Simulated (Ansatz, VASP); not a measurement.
**CuO: VASP beside Ansatz**

File INCAR:

```
SYSTEM = CuO
  ALGO = Normal
  EDIFF = 1E-7
  ENCUT = 520
  GGA = PE
  ISIF = 2
  ISMEAR = 0
  ISPIN = 2
  LASPH = .TRUE.
  LCHARG = .FALSE.
  LDAU = .TRUE.
  LDAUJ = 0 0
  LDAUL = 2 -1
  LDAUPRINT = 1
  LDAUTYPE = 2
  LDAUU = 4 0
  LMAXMIX = 4
  LORBIT = 11
  LREAL = .FALSE.
  LWAVE = .FALSE.
  MAGMOM = 1 1 -1 -1 0 0 0 0
  NBANDS = 48
  NELM = 150
  PREC = Accurate
  SIGMA = 0.05
```

KPOINTS

```
k-points
0
G
  4 4 4
  0 0 0
```

File POSCAR:

```
CuO
1.0
    4.1744183909      0.0000000000      0.3305692997
    0.0000000000      4.1521210818      0.0000000000
    1.6747185356      2.0760605409      5.3668804025
Cu O
4 4
Direct
    0.2500000000      0.2500000000      0.0000000000
    0.0000000000     -0.5000000000      0.5000000000
    0.7500000000      0.7500000000      0.0000000000
    0.5000000000      0.0000000000      0.5000000000
    0.3750000000     -0.1250352666      0.2500000000
    0.1250000000     -0.3749647334      0.7500000000
    0.8750000000      0.3749647334      0.2500000000
    0.6250000000      0.1250352666      0.7500000000
```

Input for Ansatz:

```yaml
crystal:
  lattice:
    - [4.1744183909, 0.0, 0.3305692997]
    - [0.0, 4.1521210818, 0.0]
    - [1.6747185356, 2.0760605409, 5.3668804025]
  atoms:
    - { symbol: Cu, position: [0.25, 0.25, 0.0], spin: 1.0 }
    - { symbol: Cu, position: [0.0, -0.5, 0.5], spin: 1.0 }
    - { symbol: O, position: [0.375, -0.1250352666, 0.25] }
    - { symbol: O, position: [0.125, -0.3749647334, 0.75] }
    - { symbol: Cu, position: [0.75, 0.75, 0.0], spin: -1.0 }
    - { symbol: Cu, position: [0.5, 0.0, 0.5], spin: -1.0 }
    - { symbol: O, position: [0.875, 0.3749647334, 0.25] }
    - { symbol: O, position: [0.625, 0.1250352666, 0.75] }
basis:
  ecutwfc: 420
  ecutrho_ratio: 4
kpoints:
  mp_grid: { grid: [4, 4, 4] }
hamiltonian:
  xc: pbe
  hubbard: { sites: [{ species: Cu, l: d, u_eff: 4.0 }] }
scf:
  occupations: { method: gaussian, width: 0.05 }
output:
  forces: true
  stress: true
  eigenvalues: true
  populations: true
  hubbard: { sites: [{ species: Cu, l: d }] }
magnetization:
  spin_polarized: true
```

Alike in both runs: task single point; functional PBE; k mesh 4 × 4 × 4; occupations gaussian, width 0.05 eV; collinear spin; Hubbard terms Cu d U = 4.0 eV.

```csv
,VASP,Ansatz
version,VASP 6.6.1,Ansatz 0.2.0
potentials or method,"VASP PAW PBE potentials, release 64 (Cu, O), cutoff 520 eV","scalar-relativistic, plane waves, PAW"
valence electrons in the cell,68,100
```

```tsv
	VASP	Ansatz	Ansatz less VASP
gap on the k mesh at the Fermi level (eV)	0.80	0.51	-0.291
least direct gap on the mesh (eV)	1.08	0.81	-0.273
pressure (GPa)	-2.9	-0.2	+2.70
net moment per atom (μB)	0.00	0.00	0.000
size of the moment on the site where the two differ most (μB)	0.59	0.54	-0.044
```

Site moments also hang on the region over which each program counts them. The programs project onto different local orbitals, so the same U acts differently, and such runs can settle in different states. VASP's potentials hold 68 valence electrons a cell and Ansatz's 100, so a difference there can come from the potentials and not from the codes.
